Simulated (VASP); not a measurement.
# Ba8Hf8O23 (a cell with a defect) in VASP: single point with HSE06

Aim: the single point of Ba8Hf8O23 (a cell with a defect) with HSE06.

Everything below comes from runs of VASP 6.6.1. Logs are shortened: lines on timing, memory, paths and dates and some standing lists are left out, and cuts for length are marked.

## Step 1: The cell of the first run

The cell holds a defect, 39 atoms: a = 8.315 Å, b = 8.315 Å, c = 8.315 Å, α = 90.00°, β = 90.00°, γ = 90.00°.

## Step 2: Single point, HSE06

POSCAR reads:

```
Ba8Hf8O23
1.0
    8.3151870000      0.0000000000      0.0000000000
    0.0000000000      8.3151870000      0.0000000000
    0.0000000000      0.0000000000      8.3151870000
Ba Hf O
8 8 23
Direct
    0.9941550000      0.9882210000      0.9944100000
    0.9957380000      0.9899750000      0.5040670000
    0.9950800000      0.5114260000      0.9943230000
    0.9962220000      0.5097880000      0.5045170000
    0.5048000000      0.9868330000      0.9949750000
    0.5059460000      0.9883470000      0.5051460000
    0.5052640000      0.5129420000      0.9954610000
    0.5058490000      0.5115460000      0.5060580000
    0.2630380000      0.2498860000      0.2371630000
    0.2416900000      0.2498260000      0.7650500000
    0.2540660000      0.7498890000      0.2461830000
    0.2500560000      0.7501460000      0.7446440000
    0.7352300000      0.2499440000      0.2585210000
    0.7483030000      0.2498850000      0.7519560000
    0.7556090000      0.7496210000      0.2502020000
    0.7502230000      0.7498790000      0.7500270000
    0.2240570000      0.2492890000      0.9995140000
    0.2540310000      0.7500970000      0.9930730000
    0.2551810000      0.7498360000      0.4953930000
    0.7567310000      0.2501730000      0.0085100000
    0.7512120000      0.2502360000      0.5028360000
    0.7485030000      0.7499030000      0.0004850000
    0.7452650000      0.7499210000      0.5002380000
    0.0995640000      0.2498630000      0.4007180000
    0.9974040000      0.2495350000      0.7487970000
    0.0048530000      0.7499730000      0.2449210000
    0.0000120000      0.7498180000      0.7550840000
    0.5007530000      0.2505230000      0.2758210000
    0.4917320000      0.2495620000      0.7438200000
    0.5071720000      0.7496170000      0.2463730000
    0.4997640000      0.7498730000      0.7515750000
    0.2635840000      0.0013670000      0.2369590000
    0.2495110000      0.0042360000      0.7322000000
    0.2632520000      0.4984040000      0.2367230000
    0.2494190000      0.4952190000      0.7317600000
    0.7684500000      0.0045330000      0.2508660000
    0.7468660000      0.9993160000      0.7535060000
    0.7681060000      0.4955310000      0.2507350000
    0.7467220000      0.5004420000      0.7534060000
```

INCAR.step1 reads:

```
SYSTEM = Ba8Hf8O23
  PREC = Accurate
  ENCUT = 520
  EDIFF = 1E-5
  ISMEAR = -1
  SIGMA = 0.05
  LREAL = Auto
  LASPH = .True.
  NELM = 120
  ALGO = Normal
  ISIF = 2
  LWAVE = .True.
  LCHARG = .False.
  GGA = PE
  NELECT = 296.0
  ISYM = -1
  NBANDS = 174
  GGA_COMPAT = .False.
```

INCAR.step2 reads:

```
SYSTEM = Ba8Hf8O23
  PREC = Accurate
  ENCUT = 520
  EDIFF = 1E-6
  ISMEAR = -1
  SIGMA = 0.05
  LREAL = Auto
  LASPH = .True.
  NELM = 120
  ALGO = Normal
  ISIF = 2
  LWAVE = .False.
  LCHARG = .False.
  GGA = PE
  LHFCALC = .True.
  HFSCREEN = 0.2079
  PRECFOCK = Fast
  ISTART = 1
  NELECT = 296.0
  ISYM = -1
  NBANDS = 174
  GGA_COMPAT = .False.
```

KPOINTS reads:

```
explicit points
1
Reciprocal
  0.25000000   0.25000000   0.25000000 1
```

Potentials or basis: VASP PAW PBE potentials, release 64 (Ba_sv, Hf_pv, O).

The run is started by

```bash
> cat potpaw_PBE.64/Ba_sv/POTCAR potpaw_PBE.64/Hf_pv/POTCAR potpaw_PBE.64/O/POTCAR > POTCAR
> cp INCAR.step1 INCAR
> mpirun -np 1 vasp_std > vasp.out
> cp INCAR.step2 INCAR
> mpirun -np 1 vasp_std > vasp.out
```

OUTCAR:

```text
SYSTEM = Ba8Hf8O23
   PREC = Accurate
   ENCUT = 520
   EDIFF = 1E-6
   ISMEAR = -1
   LREAL = Auto
   LASPH = .True.
   NELM = 120
   ISIF = 2
   GGA = PE
   LHFCALC = .True.
   HFSCREEN = 0.2079
   PRECFOCK = Fast
   ISTART = 1
   NELECT = 296.0
   ISYM = -1

 ion  position               nearest neighbor table
   1  0.994  0.988  0.994-  27 2.81  36 2.84  22 2.85  37 2.87  26 2.88  17 2.89  18 2.93  20 2.94
                            25 2.98  32 3.02  33 3.05  16 3.49  15 3.52  10 3.55  12 3.57  14 3.60
   2  0.996  0.990  0.504-  24 2.48  36 2.83  33 2.84  23 2.88  27 2.89  37 2.93  26 2.94  19 2.94
                            25 2.97  21 2.97  32 3.15  16 3.51  15 3.53  12 3.53  14 3.63  11 3.63
   3  0.995  0.511  0.994-  27 2.81  38 2.85  22 2.85  26 2.88  39 2.88  17 2.89  18 2.93  20 2.94
                            25 2.99  34 3.01  35 3.04  16 3.49  15 3.52  10 3.55  12 3.57  11 3.60
   4  0.996  0.510  0.505-  24 2.48  35 2.83  38 2.84  27 2.89  23 2.89  39 2.93  19 2.94  26 2.94
                            21 2.97  25 2.97  34 3.15  16 3.51  12 3.53  15 3.53  14 3.63  11 3.63
   5  0.505  0.987  0.995-  31 2.82  22 2.83  32 2.84  37 2.84  18 2.87  30 2.87  29 3.02  20 3.03
                            33 3.05  36 3.06  17 3.20  28 3.20  16 3.49  11 3.55  12 3.56  15 3.57
   6  0.506  0.988  0.505-  23 2.81  33 2.85  31 2.85  37 2.88  19 2.88  28 2.90  30 2.93  29 2.94
                            21 2.98  32 3.01  36 3.04  16 3.49  12 3.52  13 3.55  15 3.57  11 3.60
   7  0.505  0.513  0.995-  22 2.82  31 2.83  34 2.84  39 2.84  30 2.87  18 2.87  20 3.03  29 3.03
                            38 3.05  35 3.06  28 3.19  17 3.21  16 3.49  11 3.55  15 3.56  12 3.57
   8  0.506  0.512  0.506-  23 2.81  35 2.84  31 2.85  39 2.87  19 2.88  28 2.89  30 2.93  29 2.94
                            21 2.98  34 3.02  38 3.05  16 3.49  12 3.52  13 3.55  15 3.57  14 3.60
   9  0.263  0.250  0.237-  24 1.92  17 2.00  28 2.00  34 2.07  32 2.07   7 3.59   5 3.59   3 3.71
[... 7 lines left out ...]
  13  0.735  0.250  0.259-  28 1.96  21 2.04  36 2.06  38 2.06  20 2.09   6 3.55   8 3.55   7 3.64
                             5 3.64   2 3.68   4 3.68   1 3.77   3 3.77
  14  0.748  0.250  0.752-  25 2.07  21 2.07  39 2.08  37 2.08  20 2.13  29 2.13   5 3.60   7 3.60
                             1 3.60   8 3.60   3 3.61   6 3.61   2 3.63   4 3.63
  15  0.756  0.750  0.250-  30 2.07  26 2.07  22 2.08  23 2.08  38 2.12  36 2.12   1 3.52   3 3.52
                             2 3.53   4 3.53   7 3.56   5 3.57   6 3.57   8 3.57
  16  0.750  0.750  0.750-  37 2.07  39 2.07  23 2.08  27 2.08  31 2.08  22 2.08   1 3.49   8 3.49
                             5 3.49   7 3.49   3 3.49   6 3.49   2 3.51   4 3.51
  17  0.224  0.249  1.000-  10 1.96   9 2.00   1 2.89   3 2.89   5 3.20   7 3.21
  18  0.254  0.750  0.993-  12 2.07  11 2.10   5 2.87   7 2.87   3 2.93   1 2.93
  19  0.255  0.750  0.495-  11 2.07  12 2.07   8 2.88   6 2.88   4 2.94   2 2.94
  20  0.757  0.250  0.009-  13 2.09  14 2.13   1 2.94   3 2.94   7 3.03   5 3.03
  21  0.751  0.250  0.503-  13 2.04  14 2.07   4 2.97   2 2.97   8 2.98   6 2.98
  22  0.749  0.750  0.000-  15 2.08  16 2.08   7 2.82   5 2.83   1 2.85   3 2.85
  23  0.745  0.750  0.500-  16 2.08  15 2.08   6 2.81   8 2.81   2 2.88   4 2.89
  24  0.100  0.250  0.401-   9 1.92   2 2.48   4 2.48
  25  0.997  0.250  0.749-  10 2.04  14 2.07   2 2.97   4 2.97   1 2.98   3 2.99
  26  0.005  0.750  0.245-  11 2.07  15 2.07   1 2.88   3 2.88   2 2.94   4 2.94
  27  0.000  0.750  0.755-  16 2.08  12 2.08   3 2.81   1 2.81   4 2.89   2 2.89
  28  0.501  0.251  0.276-  13 1.96   9 2.00   8 2.89   6 2.90   7 3.19   5 3.20
  29  0.492  0.250  0.744-  10 2.09  14 2.13   8 2.94   6 2.94   5 3.02   7 3.03
  30  0.507  0.750  0.246-  15 2.07  11 2.10   7 2.87   5 2.87   6 2.93   8 2.93
  31  0.500  0.750  0.752-  12 2.08  16 2.08   5 2.82   7 2.83   8 2.85   6 2.85
  32  0.264  0.001  0.237-   9 2.07  11 2.09   5 2.84   6 3.01   1 3.02   2 3.15
  33  0.250  0.004  0.732-  10 2.06  12 2.12   2 2.84   6 2.85   1 3.05   5 3.05
  34  0.263  0.498  0.237-   9 2.07  11 2.09   7 2.84   3 3.01   8 3.02   4 3.15
  35  0.249  0.495  0.732-  10 2.06  12 2.12   4 2.83   8 2.84   3 3.04   7 3.06
  36  0.768  0.005  0.251-  13 2.06  15 2.12   2 2.83   1 2.84   6 3.04   5 3.06
  37  0.747  0.999  0.754-  16 2.07  14 2.08   5 2.84   1 2.87   6 2.88   2 2.93
  38  0.768  0.496  0.251-  13 2.06  15 2.12   4 2.84   3 2.85   8 3.05   7 3.05
  39  0.747  0.500  0.753-  16 2.07  14 2.08   7 2.84   8 2.87   3 2.88   4 2.93

IMPORTANT INFORMATION: All symmetrisations will be switched off!
NOSYMM: (Re-)initialisation of all symmetry stuff for point group C_1.

----------------------------------------------------------------------------------------

                                     Primitive cell

  volume of cell :     574.9314

  direct lattice vectors                    reciprocal lattice vectors
     8.315187000  0.000000000  0.000000000     0.120261877  0.000000000  0.000000000
     0.000000000  8.315187000  0.000000000     0.000000000  0.120261877  0.000000000
     0.000000000  0.000000000  8.315187000     0.000000000  0.000000000  0.120261877

  length of vectors
     8.315187000  8.315187000  8.315187000     0.120261877  0.120261877  0.120261877

  position of ions in fractional coordinates (direct lattice)
     0.994155000  0.988221000  0.994410000
[... 90 lines left out ...]
            Coordinates               Weight
  0.250000  0.250000  0.250000      1.000000
   k-points           NKPTS =      1   k-points in BZ     NKDIM =      1   number of bands    NBANDS=    174
   number of dos      NEDOS =    301   number of ions     NIONS =     39
   total plane-waves  NPLWV = 262144
   dimension x,y,z NGX =    64 NGY =   64 NGZ =   64
   dimension x,y,z NGXF=   128 NGYF=  128 NGZF=  128
   ions per type =               8   8  23
   NGX,Y,Z   is equivalent  to a cutoff of  12.80, 12.80, 12.80 a.u.
   NGXF,Y,Z  is equivalent  to a cutoff of  25.59, 25.59, 25.59 a.u.
 SYSTEM =  Ba8Hf8O23
   PREC   = accura    normal or accurate (medium, high low for compatibility)
   ISTART =      1    job   : 0-new  1-cont  2-samecut
   ICHARG =      0    charge: 1-file 2-atom 10-const
   ISPIN  =      1    spin polarized calculation?
   LNONCOLLINEAR =      F non collinear calculations
   LSORBIT =      F    spin-orbit coupling
   LASPH  =      T    aspherical Exc in radial PAW
   ENCUT  =  520.0 eV  38.22 Ry    6.18 a.u.  15.46 15.46 15.46*2*pi/ulx,y,z
   NELM   =    120;   NELMIN=  2; NELMDL=  0     # of ELM steps
   EDIFF  = 0.1E-05   stopping-criterion for ELM
   LREAL  =      T    real-space projection
   EDIFFG = 0.1E-04   stopping-criterion for IOM
   NSW    =      0    number of steps for IOM
   IBRION =     -1    ionic relax: 0-MD 1-quasi-New 2-CG
   NFREE  =      0    steps in history (QN), initial steepest desc. (CG)
   ISIF   =      2    stress and relaxation
   ISYM   =     -1    0-nonsym 1-usesym 2-fastsym
   POTIM  = 0.5000    time-step for ionic-motion
   TEBEG  =    0.0;   TEEND  =   0.0 temperature during run
   PSTRESS=    0.0 pullay stress
   NELECT =     296.0000    total number of electrons
   NUPDOWN=      -1.0000    fix difference up-down
   EMIN   =  10.00;   EMAX   =-10.00  energy-range for DOS
   EFERMI =   0.00;   METHOD = LEGACY
   ISMEAR =    -1;   SIGMA  =   0.05  broadening in eV -4-tet -1-fermi 0-gaus
   EFERMI_NEDOS =   21; number of points for ismear=-14 and -15
   IALGO  =     38    algorithm
   IMIX   =      1    mixing-type and parameters
     AMIX     =   0.40;   BMIX     =  1.00
     AMIX_MAG =   1.60;   BMIX_MAG =  1.00
  volume/ion in A,a.u.               =      14.74        99.48
  Fermi-wavevector in a.u.,A,eV,Ry     =   1.312099  2.479508 23.423853  1.721605
  Thomas-Fermi vector in A             =   2.442515
   LORBIT       =      0    0 simple, 1 ext, 2 COOP (PROOUT), +10 PAW based schemes
   GGA     = PE    functional components
   LHFCALC =     T    Hartree Fock is set to
   PRECFOCK=fast      Normal, Fast or Accurate (Low or Medium for compatibility)
   ENCUT4O =  -1.0   cutoff for four orbital integrals eV
   NKREDX  =     1    reduce k-point grid by
   NKREDY  =     1    reduce k-point grid by
   NKREDZ  =     1    reduce k-point grid by
   AEXX    =    0.2500 exact exchange contribution
   HFSCREEN=    0.2079 screening length (either q_TF or 0.3 A-1)
   HFSCREENC=   0.2079 screening length for correlation (either q_TF or 0.3 A-1)
   ENCUTFOCK=  -1.0 apply spherical cutoff to Coloumb kernel
   IVDW    =     0    specifies the selected vdW correction
   LEPSILON=     F    determine dielectric tensor
   LRPA    =     F    only Hartree local field effects (RPA)
 non-spin polarized calculation
  energy-cutoff  :      520.00
  volume of cell :      574.93
 maximum number of plane-waves:     15468
 NGX is ok and might be reduce to    64
  NGX = 32; NGY = 32; NGZ = 32

 number of electron     296.0000031 magnetization

 Free energy of the ion-electron system (eV)
  ---------------------------------------------------
  ext. energy  EPLUGINS =         0.00000000
  ---------------------------------------------------
  free energy    TOTEN  =      -409.61767793 eV

  energy without entropy =     -409.61767793  energy(sigma->0) =     -409.61767793

 E-fermi :   2.4858     XC(G=0):  -8.8307

 val. band max:        1.1753393994   @ k =   0.2500   0.2500   0.2500
 cond. band min:       6.5769844301   @ k =   0.2500   0.2500   0.2500
 fundamental gap:      5.4016450306
 Fermi energy:         2.4858253715

 k-point     1 :       0.2500    0.2500    0.2500
  band No.  band energies     occupation
      1     -29.5981      2.00000
      2     -29.5895      2.00000
      3     -29.2818      2.00000
      4     -29.2809      2.00000
      5     -29.2617      2.00000
      6     -29.2605      2.00000
[... 152 lines left out ...]
    159       8.4570      0.00000
    160       8.6429      0.00000
 [bands above 160 left out]

------------------------ aborting loop because EDIFF is reached ----------------------------------------

  FORCE on cell =-STRESS in cart. coord.  units (eV):
  Direction    XX          YY          ZZ          XY          YZ          ZX
  --------------------------------------------------------------------------------------
  -------------------------------------------------------------------------------------
  Total       -6.6715098     -8.4761496     -6.6742526     -1.2373977     -1.2368158     -2.3324510
  in kB      -18.5916806    -23.6207203    -18.5993240     -3.4482904     -3.4466687     -6.4999056
  external PRESSURE =     -20.2705749 kB  Pullay stress =       0.0000000 kB

 VOLUME and BASIS-vectors are now :
 -----------------------------------------------------------------------------
  energy-cutoff  :      520.00
  volume of cell :      574.93
      direct lattice vectors                 reciprocal lattice vectors
     8.315187000  0.000000000  0.000000000     0.120261877  0.000000000  0.000000000
     0.000000000  8.315187000  0.000000000     0.000000000  0.120261877  0.000000000
     0.000000000  0.000000000  8.315187000     0.000000000  0.000000000  0.120261877

 POSITION                                       TOTAL-FORCE (eV/Angst)
 -----------------------------------------------------------------------------------
      8.26658      8.21724      8.26871         0.056423      0.058128      0.014301
      8.27975      8.23183      4.19141        -0.049377     -0.142169      0.057519
      8.27428      4.25260      8.26798         0.053670     -0.056419      0.016361
      8.28377      4.23898      4.19515        -0.057699      0.141403      0.049299
      4.19751      8.20570      8.27340        -0.016184      0.094104      0.022147
      4.20704      8.21829      4.20038        -0.016671      0.056912     -0.053396
[... 31 lines left out ...]
      6.38695      4.12043      2.08491        -0.084214     -0.072838     -0.001496
      6.20913      4.16127      6.26471         0.014859     -0.009914     -0.011066
 -----------------------------------------------------------------------------------
    total drift:                               -0.031617      0.000820      0.028394

  FREE ENERGIE OF THE ION-ELECTRON SYSTEM (eV)
  ---------------------------------------------------
  free  energy   TOTEN  =      -409.6176779257 eV

  energy  without entropy=     -409.6176779257  energy(sigma->0) =     -409.61767793
```

Run time: 14 min. Hardware: 1 thread of Intel Xeon 6975P-C (Granite Rapids), shared host; peak memory 0.79 GiB.

What came out:

| Property | Result |
| --- | --- |
| Free energy | -409.6177 eV |
| Largest force | 0.649 eV/Å |

Forces on the atoms (eV/Å):
```
Ba   0.056  0.058  0.014
Ba  -0.049 -0.142  0.058
Ba   0.054 -0.056  0.016
Ba  -0.058  0.141  0.049
Ba  -0.016  0.094  0.022
Ba  -0.017  0.057 -0.053
Ba  -0.022 -0.094  0.016
Ba  -0.015 -0.058 -0.056
Hf  -0.095  0.000  0.094
Hf  -0.077 -0.003  0.133
Hf   0.026  0.000 -0.027
Hf  -0.013 -0.001  0.030
Hf  -0.133  0.004  0.076
Hf   0.092 -0.001 -0.093
Hf  -0.031  0.000  0.013
Hf  -0.003 -0.002  0.004
O    0.121  0.005 -0.031
O   -0.017 -0.003 -0.036
O   -0.030  0.001  0.003
O   -0.062 -0.004  0.074
O   -0.041 -0.005 -0.065
O    0.044 -0.001  0.005
O    0.033  0.000 -0.017
O    0.458  0.001 -0.459
O    0.066  0.005  0.042
O    0.000 -0.001  0.030
O    0.016  0.002 -0.037
O    0.030 -0.005 -0.117
O   -0.074  0.005  0.060
O    0.037  0.004  0.015
O   -0.005  0.001 -0.041
O   -0.062  0.005  0.068
O    0.000  0.074  0.084
O   -0.066 -0.005  0.062
O    0.003 -0.073  0.092
O   -0.091  0.073 -0.004
O    0.012  0.009 -0.015
O   -0.084 -0.073 -0.001
O    0.015 -0.010 -0.011
```

Caveat: the cell carries a net charge on a neutralising background, which shifts energy and pressure; the cell is charged against a uniform background, so pressure and absolute levels hang on convention; the PAW data sets were made with another functional, which shifts forces and pressure a little; spin-orbit coupling is left out, which moves the levels of the heavy elements.
